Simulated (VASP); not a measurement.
A run of VASP 6.6.1 is set up as follows.

INCAR

```
PREC = Accurate ; ENCUT = 600
EDIFF = 1E-7 ; ISMEAR = 0
SIGMA = 0.1 ; LREAL = F
LASPH = T ; NELM = 80
ALGO = Normal ; ISIF = 3
LWAVE = F ; LCHARG = F
GGA = PE ; IBRION = 2
NSW = 100 ; EDIFFG = -0.01
```

Contents of KPOINTS:

```
Automatic mesh
0
Gamma
  6 6 12
```

POSCAR

```
Al3BP2
1.0
    6.1634017900      0.0000000000      0.0000000000
   -3.0817008950      5.3376625239      0.0000000000
    0.0000000000      0.0000000000      3.3311496573
Al B P
3 1 2
Direct
    0.5000000000      0.0000000000      0.5000000000
    0.5000000000      0.5000000000      0.5000000000
    0.0000000000      0.5000000000      0.5000000000
    0.0000000000      0.0000000000      0.0000000000
    0.3333333333      0.6666666667      0.0000000000
    0.6666666667      0.3333333333      0.0000000000
```

Potentials or basis: VASP PAW PBE potentials, release 64 (Al, B, P).

The run is started by

```sh
$ cat potpaw_PBE.64/Al/POTCAR potpaw_PBE.64/B/POTCAR potpaw_PBE.64/P/POTCAR > POTCAR
$ mpirun -np 1 vasp_std > vasp.out
```

Problem. Predict the relaxed cell.

Solution. a = 6.136 Å, b = 6.136 Å, c = 3.370 Å, α = 90.00°, β = 90.00°, γ = 120.00°.

Problem. What does it give for the relaxed volume?

Solution. 18.31 Å³/atom.

Problem. Predict the band gap on the k mesh.

Solution. Zero (band 11 reaches 6.52 eV, above the bottom of band 12 at 4.40 eV).

Problem. What does it give for the space group after relaxing (to 0.05 Å)?

Solution. P6/mmm (No. 191).

Final structure:
```xyz
6
Lattice="6.1359 0.0000 0.0000 -3.0680 5.3139 0.0000 0.0000 0.0000 3.3701" Properties=species:S:1:pos:R:3 pbc="T T T"
Al    0.0000    5.3139    1.6850
Al    1.5340    2.6569    1.6850
Al   -1.5340    2.6569    1.6850
B    -3.0680    5.3139    0.0000
P     0.0000    3.5426    3.3701
P     3.0680    1.7713    0.0000
```
